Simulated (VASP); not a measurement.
The system is WC.

```
CELL_PARAMETERS angstrom
0.00000 2.30211 2.30211
2.30211 0.00000 2.30211
2.30211 2.30211 0.00000
ATOMIC_POSITIONS crystal
W 0.00000 0.00000 0.00000
C 0.75000 0.75000 0.75000
```

* Program: VASP 6.6.1
* Task: relaxation of cell and atoms
* Functional: PBEsol-based screened hybrid with 25 % exact exchange
* Potentials or basis: VASP PAW PBE potentials, release 64 (W_sv, C)
* Cutoff: 800 eV
* k mesh: 5 × 5 × 5
* Occupations: fermi-dirac, width 0.05 eV
* Spin: no spin polarisation

At the start: pressure 7.2 GPa; volume 12.20 Å³/atom.

How do energy, volume and symmetry change on relaxing?

Over 4 steps the energy falls by 6.2 meV/atom and the volume is 12.48 Å³/atom (+2.3 %); space group F-43m (No. 216, to 0.1 Å) before and after.

Step by step:
```csv
step,energy change (eV),largest force (eV/Å),pressure (GPa),volume (Å³)
1,0.0000,0.0000,7.19,24.40
2,0.0565,0.0000,-14.85,26.38
3,-0.0125,0.0000,-0.14,24.98
4,-0.0125,0.0000,-0.02,24.97
```

Final structure:
```
W C
1.0
     0.00000    2.31972    2.31972
     2.31972    0.00000    2.31972
     2.31972    2.31972    0.00000
W C
1 1
Direct
  0.00000 0.00000 0.00000
  0.75000 0.75000 0.75000
```

Caveat: the k points lie up to 0.47 Å⁻¹ apart in the final cell, too coarse for converged energies and pressures of a metal; the PAW data sets were made with another functional, which shifts forces and pressure a little.
